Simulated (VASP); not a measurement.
Wanted: the native input for a VASP 6.6.1 run.

| Property | Result |
| --- | --- |
| Task | electric field gradients |
| Functional | r2SCAN |
| Potentials or basis | VASP PAW PBE potentials, release 64 (Ce) |
| Cutoff | 520 eV |
| k mesh | 15 × 15 × 15 |
| Occupations | fermi-dirac, width 0.08 eV |
| Spin | no spin polarisation |
| Dipole correction | no |
| Further INCAR settings | ALGO = Normal; EDIFF = 1e-08; NBANDS = 12 |

Crystal: Ce.

```
Ce
1.0
     0.00000    2.30464    2.30464
     2.30464    0.00000    2.30464
     2.30464    2.30464    0.00000
Ce
1
Direct
  0.00000 0.00000 0.00000
```

The input as run:

POSCAR

```
Ce
1.0
    0.0000000000      2.3046402603      2.3046402603
    2.3046402603      0.0000000000      2.3046402603
    2.3046402603      2.3046402603      0.0000000000
Ce
1
Direct
    0.0000000000      0.0000000000      0.0000000000
```

INCAR.step1

```
SYSTEM = Ce
  PREC = Accurate
  ENCUT = 520
  ISMEAR = -1
  SIGMA = 0.08
  LREAL = .FALSE.
  LASPH = .TRUE.
  NELM = 80
  NBANDS = 12
  GGA = PE
  ALGO = Normal
  EDIFF = 1E-4
  LWAVE = .TRUE.
  LCHARG = .FALSE.
```

INCAR.step2

```
SYSTEM = Ce
  PREC = Accurate
  ENCUT = 520
  EDIFF = 1E-8
  ISMEAR = -1
  SIGMA = 0.08
  LREAL = .FALSE.
  LASPH = .TRUE.
  NELM = 80
  ALGO = Normal
  ISIF = 2
  LWAVE = .FALSE.
  LCHARG = .FALSE.
  METAGGA = R2SCAN
  LMIXTAU = .TRUE.
  LEFG = .TRUE.
  NBANDS = 12
  ISTART = 1
```

KPOINTS

```
Automatic mesh
0
G
  15 15 15
  0 0 0
```

Potentials or basis: VASP PAW PBE potentials, release 64 (Ce).

Command:

```sh
$ cat potpaw_PBE.64/Ce/POTCAR > POTCAR
$ cp INCAR.step1 INCAR
$ mpirun -np 1 vasp_std > vasp.out
$ cp INCAR.step2 INCAR
$ mpirun -np 1 vasp_std > vasp.out
```

Results of the run:

```
Pressure                                : 1.4 GPa
Band gap on the k mesh                  : zero (bands 6 and 7 overlap by 0.55 eV)
Largest electric field gradient by atom : under 0.05 V/Å² on every atom
```

Caveat: the PAW data sets were made with another functional, which shifts forces and pressure a little; spin-orbit coupling is left out, which moves the levels of the heavy elements; semilocal functionals describe open f shells poorly, which spoils levels, moments and volumes.

Run time: 2.4 min on 1 thread of Intel(R) Xeon(R) Platinum 8375C CPU @ 2.90GHz (Ice Lake), with other jobs on the host, peak memory 0.18 GiB.
